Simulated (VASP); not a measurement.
Write the native input for VASP 6.6.1 that does the following.

| Quantity | Value |
| --- | --- |
| Task | single point |
| Functional | r2SCAN |
| Potentials or basis | VASP PAW PBE potentials, release 64 (Fe) |
| Cutoff | 520 eV |
| k mesh | 16 × 16 × 16 |
| Occupations | fermi-dirac, width 0.1 eV |
| Spin | no spin polarisation |
| Dipole correction | no |
| Further INCAR settings | ALGO = Normal; EDIFF = 1e-07; NBANDS = 10 |

Crystal: Fe.

```
CELL_PARAMETERS angstrom
2.26864 0.00000 0.00000
0.00000 2.26864 0.00000
0.00000 0.00000 2.26864
ATOMIC_POSITIONS crystal
Fe 0.00000 0.00000 0.00000
```

This cell differs from its parent crystal: volume scaled by 1.04.

One way to write it, as run:

POSCAR

```
Fe
1.0
    2.2686417448      0.0000000000      0.0000000000
    0.0000000000      2.2686417448      0.0000000000
    0.0000000000      0.0000000000      2.2686417448
Fe
1
Direct
    0.0000000000      0.0000000000      0.0000000000
```

INCAR.step1

```
PREC = Accurate ; ENCUT = 520
ISMEAR = -1 ; SIGMA = 0.1
LREAL = F ; LASPH = T
NELM = 80 ; NBANDS = 10
GGA = PE ; ALGO = Normal
EDIFF = 1E-4 ; LWAVE = T
LCHARG = F
```

INCAR.step2

```
PREC = Accurate ; ENCUT = 520
EDIFF = 1E-7 ; ISMEAR = -1
SIGMA = 0.1 ; LREAL = F
LASPH = T ; NELM = 80
ALGO = Normal ; ISIF = 2
LWAVE = F ; LCHARG = T
METAGGA = R2SCAN ; LMIXTAU = T
LELF = T ; LVHAR = T
NBANDS = 10 ; ISTART = 1
```

KPOINTS

```
Automatic mesh
0
Gamma
  16 16 16
```

Potentials or basis: VASP PAW PBE potentials, release 64 (Fe).

The run is started by

```console
$ cat potpaw_PBE.64/Fe/POTCAR > POTCAR
$ cp INCAR.step1 INCAR
$ mpirun -np 1 vasp_std > vasp.out
$ cp INCAR.step2 INCAR
$ mpirun -np 1 vasp_std > vasp.out
```

Results of the run:

* Pressure: -8.0 GPa
* Band gap on the k mesh: zero (band 4 reaches 7.79 eV, above the bottom of band 5 at 5.01 eV)

Caveat: the PAW data sets were made with another functional, which shifts forces and pressure a little; the run has no spin polarisation, though such a crystal can be magnetic.

Run time: 25 s on 1 thread of Intel(R) Xeon(R) 6975P-C (Granite Rapids) (shared host), peak memory 0.13 GiB.
